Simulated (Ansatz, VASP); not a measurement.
# Ta4Al: VASP beside Ansatz

```
Ta Al
1.0
     0.00000    2.27392   11.41233
     1.71811    0.00000   11.41233
     1.71811    2.27392    0.00000
Ta Al
4 1
Direct
  0.19832 0.19832 0.80168
  0.59686 0.59686 0.40314
  0.80168 0.80168 0.19832
  0.40314 0.40314 0.59686
  0.00000 0.00000 0.00000
```

Alike in both runs: functional PBE; k mesh 6 × 6 × 6; occupations gaussian, width 0.2 eV; no spin polarisation.

Ansatz relaxed the structure, and its values are those at the end. VASP's run is a single point on that final structure, the one shown.

|  | VASP | Ansatz |
| --- | --- | --- |
| version | VASP 6.6.1 | Ansatz 0.2.0 |
| potentials or method | VASP PAW PBE potentials, release 64 (Ta_pv, Al), cutoff 520 eV | scalar-relativistic, plane waves, PAW |
| valence electrons in the cell | 47 | 55 |

```tsv
	VASP	Ansatz	Ansatz less VASP
gap on the k mesh at the Fermi level (eV)	none	none	-
pressure (GPa)	0.0	0.0	-0.07
rms of the force components (eV/Å)	0.016	0.016	-0.0005
```

A gap of «none» marks a metal or a gap that the smearing closes. With one functional, cell and mesh, what is left measures potentials, basis and numerics. VASP's potentials hold 47 valence electrons a cell and Ansatz's 55, so a difference there can come from the potentials and not from the codes.

The k mesh is coarse, so the values compare programs but aren't converged. Neither program's run includes spin-orbit coupling.
